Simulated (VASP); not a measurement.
MgO, 2 atoms in the cell. Symmetry: Fm-3m, No. 225, cubic system. The conventional cell has a = 4.211 Å, b = 4.211 Å, c = 4.211 Å, α = 90.00°, β = 90.00°, γ = 90.00°. Mg (site symmetry m-3m) has 6 O at 2.11 Å within 2.8 Å. Within 2.8 Å of O (site symmetry m-3m) lie 6 Mg at 2.11 Å. 

- Program: VASP 6.6.1
- Task: G0W0 quasiparticle levels
- Functional: PBE
- Potentials or basis: VASP PAW PBE potentials, release 64 (Mg_GW, O_GW)
- Cutoff: 500 eV
- k mesh: 2 × 2 × 2
- Occupations: gaussian, width 0.01 eV
- Spin: no spin polarisation
- Dipole correction: no
- GW scheme: G0W0
- GW iterations: 1
- Cutoff of the response function: 200
- Frequency points: 48
- Empty bands: 258
- Further INCAR settings: ALGO = EVGW0; EDIFF = 1e-08; NBANDS = 262

Potentials or basis: VASP PAW PBE potentials, release 64 (Mg_GW, O_GW).

Run with:

```bash
$ cat potpaw_PBE.64/Mg_GW/POTCAR potpaw_PBE.64/O_GW/POTCAR > POTCAR
$ cp INCAR.step1 INCAR
$ mpirun -np 1 vasp_std > vasp.out
$ cp INCAR.step2 INCAR
$ mpirun -np 1 vasp_std > vasp.out
$ cp INCAR.step3 INCAR
$ mpirun -np 1 vasp_std > vasp.out
```

Hardware: 1 thread of Intel Xeon 8259CL (shared host).

How long does it take, and how much memory?

Wall time 15 s on 1 thread of Intel Xeon 8259CL, with other jobs on the host, peak memory 0.15 GiB. Counts: k points 3.
